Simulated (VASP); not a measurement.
A run of VASP 6.6.1:

INCAR

```
SYSTEM = HfO2
  ALGO = Normal
  EDIFF = 1E-7
  ENCUT = 520
  ISIF = 2
  ISMEAR = 0
  LASPH = .True.
  LCHARG = .False.
  LREAL = .False.
  LWAVE = .False.
  NBANDS = 31
  NELM = 100
  PREC = Accurate
  SIGMA = 0.05
```

KPOINTS

```
k-points
0
Gamma
  6 6 8
  0 0 0
```

POSCAR

```
HfO2
1.0
    4.7888991402      0.0000000000      0.0000000000
    0.0000000000      4.7888991402      0.0000000000
    0.0000000000      0.0000000000      3.1858186410
Hf O
2 4
Direct
    0.0548142678      0.0000000000      0.0000000000
    0.5548142678      0.5000000000      0.5000000000
    0.1951075730      0.8048924270      0.5000000000
    0.3048924270      0.3048924270      0.0000000000
    0.6951075730      0.6951075730      0.0000000000
    0.8048924270      0.1951075730      0.5000000000
```

Potentials or basis: VASP PAW LDA potentials, release 64 (Hf_pv, O).

The run is started by

```bash
$ cat potpaw_LDA.64/Hf_pv/POTCAR potpaw_LDA.64/O/POTCAR > POTCAR
$ mpirun -np 1 vasp_std > vasp.out
```

Hardware: 1 thread of Intel(R) Xeon(R) Platinum 8259CL CPU @ 2.50GHz (Skylake/Cascade Lake), on a shared host.

Q: Estimate the wall time of this run.

A: Wall time 100 s on 1 thread of Intel(R) Xeon(R) Platinum 8259CL CPU @ 2.50GHz (Skylake/Cascade Lake), with other jobs on the host, peak memory 0.26 GiB. Counts: scf iterations 14, k points 80.
